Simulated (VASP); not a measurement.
# VN (Fm-3m) in VASP: single point with PBE

Aim: the single point of VN with PBE.

All numbers are computed with VASP 6.6.1; they aren't measurements. Logs are shortened: lines on timing, memory, paths and dates and some standing lists are left out, and cuts for length are marked.

**1. The cell of the first run**

Symmetry: Fm-3m, No. 225, cubic system. The conventional cell has a = 4.171 Å, b = 4.171 Å, c = 4.171 Å, α = 90.00°, β = 90.00°, γ = 90.00°. Within 2.8 Å of V (site symmetry m-3m) lie 6 N at 2.09 Å. Within 2.8 Å of N (site symmetry m-3m) lie 6 V at 2.09 Å.

**2. Single point, PBE**

The input, INCAR:

```
SYSTEM = VN
PREC = Accurate ; ENCUT = 600
EDIFF = 1E-6 ; ISMEAR = -5
SIGMA = 0.1 ; LREAL = .False.
LASPH = .True. ; NELM = 120
ALGO = Normal ; ISIF = 2
LWAVE = .False. ; LCHARG = .True.
GGA = PE ; LELF = .True.
LVHAR = .True. ; NBANDS = 16
GGA_COMPAT = .False.
```

The input, KPOINTS:

```
Automatic mesh
0
Gamma
  10 10 10
  0 0 0
```

The input, POSCAR:

```
VN
1.0
    0.0000000000      2.0856390000      2.0856390000
    2.0856390000      0.0000000000      2.0856390000
    2.0856390000      2.0856390000      0.0000000000
V N
1 1
Direct
    0.0000000000      0.0000000000      0.0000000000
    0.5000000000      0.5000000000      0.5000000000
```

Potentials or basis: VASP PAW PBE potentials, release 64 (V_sv, N).

Launch:

```bash
cat potpaw_PBE.64/V_sv/POTCAR potpaw_PBE.64/N/POTCAR > POTCAR
mpirun -np 1 vasp_std > vasp.out
```

OUTCAR:

```text
SYSTEM = VN
   PREC = Accurate
   ENCUT = 600
   EDIFF = 1E-6
   ISMEAR = -5
   LREAL = .False.
   LASPH = .True.
   NELM = 120
   ISIF = 2
   GGA = PE

 ion  position               nearest neighbor table
   1  0.000  0.000  0.000-   2 2.09   2 2.09   2 2.09   2 2.09   2 2.09   2 2.09
   2  0.500  0.500  0.500-   1 2.09   1 2.09   1 2.09   1 2.09   1 2.09   1 2.09

  LATTYP: Found a face centered cubic cell.
 ALAT       =     4.1712780000

  Lattice vectors:

 A1 = (   0.0000000000,   2.0856390000,   2.0856390000)
 A2 = (   2.0856390000,   0.0000000000,   2.0856390000)
 A3 = (   2.0856390000,   2.0856390000,   0.0000000000)

Analysis of symmetry for initial positions (statically):
=====================================================================
 Subroutine PRICEL returns:
 Original cell was already a primitive cell.

 Routine SETGRP: Setting up the symmetry group for a
 face centered cubic supercell.

 Subroutine GETGRP returns: Found 48 space group operations
 (whereof 48 operations were pure point group operations)
 out of a pool of 48 trial point group operations.

The static configuration has the point symmetry O_h .

Analysis of symmetry for dynamics (positions and initial velocities):
=====================================================================
 Subroutine PRICEL returns:
 Original cell was already a primitive cell.

 Routine SETGRP: Setting up the symmetry group for a
 face centered cubic supercell.

 Subroutine GETGRP returns: Found 48 space group operations
 (whereof 48 operations were pure point group operations)
 out of a pool of 48 trial point group operations.

The dynamic configuration has the point symmetry O_h .

 Subroutine INISYM returns: Found 48 space group operations
 (whereof 48 operations are pure point group operations),
 and found     1 'primitive' translations

----------------------------------------------------------------------------------------

                                     Primitive cell

  volume of cell :      18.1446

  direct lattice vectors                    reciprocal lattice vectors
     0.000000000  2.085639000  2.085639000    -0.239734681  0.239734681  0.239734681
     2.085639000  0.000000000  2.085639000     0.239734681 -0.239734681  0.239734681
     2.085639000  2.085639000  0.000000000     0.239734681  0.239734681 -0.239734681

  length of vectors
     2.949538960  2.949538960  2.949538960     0.415232648  0.415232648  0.415232648

  position of ions in fractional coordinates (direct lattice)
     0.000000000  0.000000000  0.000000000
     0.500000000  0.500000000  0.500000000

  ion indices of the primitive-cell ions
   primitive index   ion index
                 1           1
                 2           2

----------------------------------------------------------------------------------------

 KPOINTS: Automatic mesh

Automatic generation of k-mesh.
 Grid dimensions read from file:
 generate k-points for:   10   10   10

 Generating k-lattice:

  Cartesian coordinates                     Fractional coordinates (reciprocal lattice)
    -0.023973468  0.023973468  0.023973468     0.100000000  0.000000000  0.000000000
     0.023973468 -0.023973468  0.023973468     0.000000000  0.100000000  0.000000000
     0.023973468  0.023973468 -0.023973468     0.000000000  0.000000000  0.100000000

  Length of vectors
     0.041523265  0.041523265  0.041523265

  Shift w.r.t. Gamma in fractional coordinates (k-lattice)
     0.000000000  0.000000000  0.000000000

 TETIRR: Found    148 inequivalent tetrahedra from     6000

 Subroutine IBZKPT returns following result:
 ===========================================

 Found     47 irreducible k-points:

 Following reciprocal coordinates:
            Coordinates               Weight
  0.000000  0.000000  0.000000      1.000000
  0.100000  0.000000  0.000000      8.000000
  0.200000  0.000000  0.000000      8.000000
  0.300000  0.000000  0.000000      8.000000
  0.400000  0.000000  0.000000      8.000000
  0.500000  0.000000  0.000000      4.000000
[... 16 lines left out ...]
  0.300000  0.300000  0.000000      6.000000
  0.400000  0.300000  0.000000     24.000000
 [... further k-points ...]
   k-points           NKPTS =     47   k-points in BZ     NKDIM =     47   number of bands    NBANDS=     16
   number of dos      NEDOS =    301   number of ions     NIONS =      2
   total plane-waves  NPLWV =  13824
   dimension x,y,z NGX =    24 NGY =   24 NGZ =   24
   dimension x,y,z NGXF=    48 NGYF=   48 NGZF=   48
   ions per type =               1   1
   NGX,Y,Z   is equivalent  to a cutoff of  13.53, 13.53, 13.53 a.u.
   NGXF,Y,Z  is equivalent  to a cutoff of  27.05, 27.05, 27.05 a.u.
 SYSTEM =  VN
   PREC   = accura    normal or accurate (medium, high low for compatibility)
   ISTART =      0    job   : 0-new  1-cont  2-samecut
   ICHARG =      2    charge: 1-file 2-atom 10-const
   ISPIN  =      1    spin polarized calculation?
   LNONCOLLINEAR =      F non collinear calculations
   LSORBIT =      F    spin-orbit coupling
   LASPH  =      T    aspherical Exc in radial PAW
   ENCUT  =  600.0 eV  44.10 Ry    6.64 a.u.   5.89  5.89  5.89*2*pi/ulx,y,z
   NELM   =    120;   NELMIN=  2; NELMDL= -5     # of ELM steps
   EDIFF  = 0.1E-05   stopping-criterion for ELM
   LREAL  =      F    real-space projection
   EDIFFG = 0.1E-04   stopping-criterion for IOM
   NSW    =      0    number of steps for IOM
   IBRION =     -1    ionic relax: 0-MD 1-quasi-New 2-CG
   NFREE  =      0    steps in history (QN), initial steepest desc. (CG)
   ISIF   =      2    stress and relaxation
   ISYM   =      2    0-nonsym 1-usesym 2-fastsym
   POTIM  = 0.5000    time-step for ionic-motion
   TEBEG  =    0.0;   TEEND  =   0.0 temperature during run
   PSTRESS=    0.0 pullay stress
   NELECT =      18.0000    total number of electrons
   NUPDOWN=      -1.0000    fix difference up-down
   EMIN   =  10.00;   EMAX   =-10.00  energy-range for DOS
   EFERMI =   0.00;   METHOD = LEGACY
   ISMEAR =    -5;   SIGMA  =   0.10  broadening in eV -4-tet -1-fermi 0-gaus
   EFERMI_NEDOS =   21; number of points for ismear=-14 and -15
   IALGO  =     38    algorithm
   IMIX   =      4    mixing-type and parameters
     AMIX     =   0.40;   BMIX     =  1.00
     AMIX_MAG =   1.60;   BMIX_MAG =  1.00
  volume/ion in A,a.u.               =       9.07        61.22
  Fermi-wavevector in a.u.,A,eV,Ry     =   1.632738  3.085428 36.270870  2.665834
  Thomas-Fermi vector in A             =   2.724659
   LORBIT       =      0    0 simple, 1 ext, 2 COOP (PROOUT), +10 PAW based schemes
   GGA     = PE    functional components
   LHFCALC =     F    Hartree Fock is set to
   AEXX    =    0.0000 exact exchange contribution
   IVDW    =     0    specifies the selected vdW correction
   LEPSILON=     F    determine dielectric tensor
   LRPA    =     F    only Hartree local field effects (RPA)
 non-spin polarized calculation
 Fermi weights with tetrahedron method with Bloechl corrections
  energy-cutoff  :      600.00
  volume of cell :       18.14
 maximum number of plane-waves:       620
   NGX = 11   NGY = 11   NGZ = 11

 number of electron      17.9999997 magnetization

 Free energy of the ion-electron system (eV)
  ---------------------------------------------------
  ext. energy  EPLUGINS =         0.00000000
  ---------------------------------------------------
  free energy    TOTEN  =       -19.28475303 eV

  energy without entropy =      -19.28475303  energy(sigma->0) =      -19.28475303

 E-fermi :  11.3772     XC(G=0): -13.3965

 val. band max:       11.4935755336   @ k =  -0.3000   0.4000   0.2000
 cond. band min:      10.9720670545   @ k =   0.0000   0.0000   0.0000
 fundamental gap:     -0.5215084791
 Fermi energy:        11.3772418925

 k-point     1 :       0.0000    0.0000    0.0000
  band No.  band energies     occupation
      1     -54.0185      2.00000
      2     -27.6698      2.00000
      3     -27.6698      2.00000
      4     -27.6698      2.00000
      5      -6.2640      2.00000
      6       9.2704      2.00000
[... 8 lines left out ...]
     15      25.3731      0.00000
     16      30.8452      0.00000

 k-point     2 :       0.1000    0.0000    0.0000
  band No.  band energies     occupation
      1     -54.0126      2.00000
      2     -27.7118      2.00000
      3     -27.6738      2.00000
      4     -27.6738      2.00000
      5      -6.0722      2.00000
      6       8.1290      2.00000
[... 8 lines left out ...]
     15      25.2288      0.00000
     16      30.6002      0.00000

 k-point     3 :       0.2000    0.0000    0.0000
  band No.  band energies     occupation
      1     -53.9971      2.00000
      2     -27.8207      2.00000
      3     -27.6842      2.00000
      4     -27.6842      2.00000
      5      -5.5368      2.00000
      6       6.3876      2.00000
[... 8 lines left out ...]
     15      24.5712      0.00000
     16      29.5706      0.00000

 k-point     4 :       0.3000    0.0000    0.0000
  band No.  band energies     occupation
      1     -53.9780      2.00000
      2     -27.9529      2.00000
      3     -27.6970      2.00000
      4     -27.6970      2.00000
      5      -4.7809      2.00000
      6       4.6729      2.00000
[... 8 lines left out ...]
     15      24.1617      0.00000
     16      27.9035      0.00000
[... 324 lines left out ...]
 k-point    22 :      -0.2000    0.2000    0.0000
  band No.  band energies     occupation
      1     -53.9714      2.00000
      2     -27.9287      2.00000
      3     -27.7782      2.00000
      4     -27.6925      2.00000
      5      -4.6605      2.00000
      6       4.6434      2.00000
[... 8 lines left out ...]
     15      23.6380      0.00000
     16      26.3084      0.00000

 k-point    23 :       0.3000    0.3000    0.0000
  band No.  band energies     occupation
      1     -53.9647      2.00000
      2     -27.9203      2.00000
      3     -27.7631      2.00000
      4     -27.7631      2.00000
      5      -4.8159      2.00000
      6       4.5799      2.00000
[... 8 lines left out ...]
     15      25.0891      0.00000
     16      25.6781      0.00000

 k-point    24 :       0.4000    0.3000    0.0000
  band No.  band energies     occupation
      1     -53.9525      2.00000
      2     -27.9731      2.00000
      3     -27.7907      2.00000
      4     -27.7782      2.00000
      5      -4.5492      2.00000
      6       4.4850      2.00000
[... 8 lines left out ...]
     15      24.3234      0.00000
     16      24.8317      0.00000

 [... further k-points ...]

------------------------ aborting loop because EDIFF is reached ----------------------------------------

  FORCE on cell =-STRESS in cart. coord.  units (eV):
  Direction    XX          YY          ZZ          XY          YZ          ZX
  --------------------------------------------------------------------------------------
  -------------------------------------------------------------------------------------
  Total       -1.2508014     -1.2508014     -1.2508014      0.0000000      0.0000000      0.0000000
  in kB     -110.4463936   -110.4463936   -110.4463936      0.0000000      0.0000000      0.0000000
  external PRESSURE =    -110.4463936 kB  Pullay stress =       0.0000000 kB

 VOLUME and BASIS-vectors are now :
 -----------------------------------------------------------------------------
  energy-cutoff  :      600.00
  volume of cell :       18.14
      direct lattice vectors                 reciprocal lattice vectors
     0.000000000  2.085639000  2.085639000    -0.239734681  0.239734681  0.239734681
     2.085639000  0.000000000  2.085639000     0.239734681 -0.239734681  0.239734681
     2.085639000  2.085639000  0.000000000     0.239734681  0.239734681 -0.239734681

 POSITION                                       TOTAL-FORCE (eV/Angst)
 -----------------------------------------------------------------------------------
      0.00000      0.00000      0.00000        -0.000000     -0.000000     -0.000000
      2.08564      2.08564      2.08564         0.000000      0.000000      0.000000
 -----------------------------------------------------------------------------------
    total drift:                                0.000000     -0.000000     -0.000000

  FREE ENERGIE OF THE ION-ELECTRON SYSTEM (eV)
  ---------------------------------------------------
  free  energy   TOTEN  =       -19.2847530345 eV

  energy  without entropy=      -19.2847530345  energy(sigma->0) =      -19.28475303
```

Run time: 10 s. Hardware: 1 thread of AMD EPYC 9R45 (Zen 5), shared host; peak memory 0.12 GiB.

Results:

* Free energy: -19.2848 eV
* Pressure: -11.0 GPa
* Band gap on the k mesh: zero (band 9 reaches 11.97 eV, above the bottom of band 10 at 9.97 eV)

Caveat: the run has no spin polarisation, though such a crystal can be magnetic; tetrahedron occupations give inexact forces and stress in metals.
